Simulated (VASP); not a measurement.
# V (I4/mmm) in VASP: notebook, part 2 of 2

VASP 6.6.1.

## Step 3: Electric field gradients, PBEsol, collinear spin, ferromagnetic start (zz strain of +1 %)

The input, INCAR:

```
PREC     = Accurate       # precision mode
ENCUT    = 520            # plane-wave cutoff, eV
EDIFF    = 1E-8           # SCF threshold, eV
ISMEAR   = -1             # smearing method
SIGMA    = 0.03           # smearing width, eV
LREAL    = False          # projectors in reciprocal space
LASPH    = True           # aspherical terms in the spheres
NELM     = 150            # most SCF steps
ALGO     = Normal         # electronic algorithm
ISIF     = 2              # what is computed and relaxed
LWAVE    = False          # write WAVECAR
LCHARG   = False          # write CHGCAR
ISPIN    = 2              # spin polarisation
MAGMOM   = 1.5            # initial moments
LORBIT   = 11             # projections on sites
LMAXMIX  = 4              # l up to which the mixer works
GGA      = PS             # functional
LEFG     = True         
NBANDS   = 16             # bands
```

The input, KPOINTS:

```
regular mesh
0
Gamma
  19 19 19
```

The input, POSCAR:

```
V
1.0
   -1.5130000000      1.5130000000      1.5281300000
    1.5130000000     -1.5130000000      1.5281300000
    1.5130000000      1.5130000000     -1.5281300000
V
1
Direct
    0.0000000000      0.0000000000      0.0000000000
```

Potentials or basis: VASP PAW PBE potentials, release 64 (V_sv).

Command:

```
cat potpaw_PBE.64/V_sv/POTCAR > POTCAR
mpirun -np 1 vasp_std > vasp.out
```

OUTCAR:

```text
PREC = Accurate
   ENCUT = 520
   EDIFF = 1E-8
   ISMEAR = -1
   LREAL = False
   LASPH = True
   NELM = 150
   ISIF = 2
   ISPIN = 2
   LORBIT = 11
   GGA = PS

 ion  position               nearest neighbor table
   1  0.000  0.000  0.000-

  LATTYP: Found a body centered tetragonal cell.
 ALAT       =     3.0260000000
 C/A-ratio  =     1.0100000000

  Lattice vectors:

 A1 = (  -1.5130000000,   1.5130000000,   1.5281300000)
 A2 = (   1.5130000000,  -1.5130000000,   1.5281300000)
 A3 = (   1.5130000000,   1.5130000000,  -1.5281300000)

Analysis of symmetry for initial positions (statically):
=====================================================================
 Subroutine PRICEL returns:
 Original cell was already a primitive cell.

 Routine SETGRP: Setting up the symmetry group for a
 body centered tetragonal supercell.

 Subroutine GETGRP returns: Found 16 space group operations
 (whereof 16 operations were pure point group operations)
 out of a pool of 16 trial point group operations.

The static configuration has the point symmetry D_4h.

Analysis of symmetry for dynamics (positions and initial velocities):
=====================================================================
 Subroutine PRICEL returns:
 Original cell was already a primitive cell.

 Routine SETGRP: Setting up the symmetry group for a
 body centered tetragonal supercell.

 Subroutine GETGRP returns: Found 16 space group operations
 (whereof 16 operations were pure point group operations)
 out of a pool of 16 trial point group operations.

The dynamic configuration has the point symmetry D_4h.

[... 633 lines left out ...]
      4     -27.8848      1.00000
      5       2.5850      1.00000
      6       9.4762      0.00000
[... 435 lines left out ...]
      5       4.5753      1.00000
      6       8.7995      0.99994
[... 8 lines left out ...]
     15      35.2581      0.00000
     16      35.6916      0.00000

 [... further k-points ...]

------------------------ aborting loop because EDIFF is reached ----------------------------------------

  FORCE on cell =-STRESS in cart. coord.  units (eV):
  Direction    XX          YY          ZZ          XY          YZ          ZX
  --------------------------------------------------------------------------------------
  -------------------------------------------------------------------------------------
  Total       -1.1103350     -1.1103350     -1.2092022      0.0000000      0.0000000      0.0000000
  in kB     -127.1353902   -127.1353902   -138.4558610      0.0000000      0.0000000      0.0000000
  external PRESSURE =    -130.9088805 kB  Pullay stress =       0.0000000 kB

 VOLUME and BASIS-vectors are now :
 -----------------------------------------------------------------------------
  energy-cutoff  :      520.00
  volume of cell :       13.99
      direct lattice vectors                 reciprocal lattice vectors
    -1.513000000  1.513000000  1.528130000     0.000000000  0.330469266  0.327197293
     1.513000000 -1.513000000  1.528130000     0.330469266  0.000000000  0.327197293
     1.513000000  1.513000000 -1.528130000     0.330469266  0.330469266  0.000000000

 POSITION                                       TOTAL-FORCE (eV/Angst)
 -----------------------------------------------------------------------------------
      0.00000      0.00000      0.00000        -0.000000      0.000000     -0.000000
 -----------------------------------------------------------------------------------
    total drift:                                0.000000      0.000000      0.000000

  FREE ENERGIE OF THE ION-ELECTRON SYSTEM (eV)
  ---------------------------------------------------
  free  energy   TOTEN  =        -9.5926796964 eV

  energy  without entropy=       -9.5871851941  energy(sigma->0) =       -9.58993245

 Electric field gradients (V/A^2)
---------------------------------------------------------------------
 ion       V_xx      V_yy      V_zz      V_xy      V_xz      V_yz
---------------------------------------------------------------------
   1      -0.418    -0.418     0.837     0.003     0.003     0.003
---------------------------------------------------------------------

 Electric field gradients after diagonalization (V/A^2)
 (convention: |V_zz| > |V_xx| > |V_yy|)
----------------------------------------------------------------------
 ion       V_xx      V_yy      V_zz     asymmetry (V_yy - V_xx)/ V_zz
----------------------------------------------------------------------
   1      -0.421    -0.416     0.837       0.007
----------------------------------------------------------------------

           NMR quadrupolar parameters

 Cq : quadrupolar parameter    Cq=e*Q*V_zz/h
 eta: asymmetry parameters     (V_yy - V_xx)/ V_zz
 Q  : nuclear electric quadrupole moment in mb (millibarn)
----------------------------------------------------------------------
 ion       Cq(MHz)       eta       Q (mb)
----------------------------------------------------------------------
   1       0.002       0.007       1.000
----------------------------------------------------------------------

 total charge

# of ion       s       p       d       tot
------------------------------------------
    1        2.332   6.211   3.050  11.593

 magnetization (x)

# of ion       s       p       d       tot
------------------------------------------
    1        0.000  -0.000  -0.000  -0.000
```

Run time: 2.1 min. Hardware: 1 thread of Intel Xeon Platinum 8488C (Sapphire Rapids), shared host; peak memory 0.28 GiB.

What came out:

```
Free energy                                           : -9.5927 eV
Pressure                                              : -13.1 GPa
Net moment                                            : 0.00 μB per cell
Largest electric field gradient by atom               : V +0.8 V/Å²
Valence electrons inside the program's atomic spheres : V 11.59
```

Stress tensor (GPa, compression positive):
```
-12.71   0.00   0.00
  0.00 -12.71   0.00
  0.00   0.00 -13.85
```

Electric field gradients, principal values (V/Å²):
| atom | least | middle | greatest (by size) |
| --- | --- | --- | --- |
| 1 V | -0.416 | -0.421 | 0.837 |

Caveat: the cell differs from its parent crystal (zz strain of +1 %); the cell stands under tension; without QUAD_EFG the Cq values of the log hold for a quadrupole moment of 1 mb, not for the nuclei; the PAW data sets were made with another functional, which shifts forces and pressure a little.
